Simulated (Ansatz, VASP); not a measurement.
## CdSe: VASP beside Ansatz

```xyz
2
Lattice="6.0913 0.0000 0.0000 -3.0457 5.2753 0.0000 0.0000 0.0000 4.8044" Properties=species:S:1:pos:R:3 pbc="T T T"
Cd    0.0000    0.0000    2.4022
Se    0.0000    0.0000    0.0000
```

Alike in both runs: functional PBE; k mesh 12 × 12 × 12; occupations gaussian, width 0.1 eV; no spin polarisation.

Ansatz relaxed the structure, and its values are those at the end. VASP's run is a single point on that final structure, the one shown.

|  | VASP | Ansatz |
| --- | --- | --- |
| version | VASP 6.6.1 | Ansatz 0.2.0 |
| potentials or method | VASP PAW PBE potentials, release 64 (Cd, Se), cutoff 520 eV | scalar-relativistic, plane waves, PAW |
| valence electrons in the cell | 18 | 36 |

|  | VASP | Ansatz | Ansatz less VASP |
| --- | --- | --- | --- |
| gap on the k mesh at the Fermi level (eV) | 0.10 | 0.10 | +0.002 |
| least direct gap on the mesh (eV) | 0.88 | 0.89 | +0.010 |
| pressure (GPa) | 0.2 | 0.0 | -0.15 |

With one functional, cell and mesh, what is left measures potentials, basis and numerics. VASP's potentials hold 18 valence electrons a cell and Ansatz's 36, so a difference there can come from the potentials and not from the codes. Ansatz's warnings: xc potential rough in thin density.
